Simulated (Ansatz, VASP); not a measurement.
## In in VASP and in Ansatz

```
CELL_PARAMETERS angstrom
-1.88056 1.88056 1.88056
1.88056 -1.88056 1.88056
1.88056 1.88056 -1.88056
ATOMIC_POSITIONS crystal
In 0.00000 0.00000 0.00000
```

Alike in both runs: task single point; functional PBE; k mesh 16 × 16 × 16; occupations gaussian, width 0.05 eV; no spin polarisation.

```csv
,VASP,Ansatz
version,VASP 6.6.1,Ansatz 0.2.0
potentials or method,"VASP PAW PBE potentials, release 64 (In_d), cutoff 520 eV","scalar-relativistic, plane waves, PAW"
valence electrons in the cell,13,13
```

|  | VASP | Ansatz | Ansatz less VASP |
| --- | --- | --- | --- |
| gap on the k mesh at the Fermi level (eV) | none | none | - |
| pressure (GPa) | 1.8 | 1.8 | +0.03 |

A gap of «none» marks a metal or a gap that the smearing closes. The functional is the same, so the differences come from potentials, cutoffs and numerics.
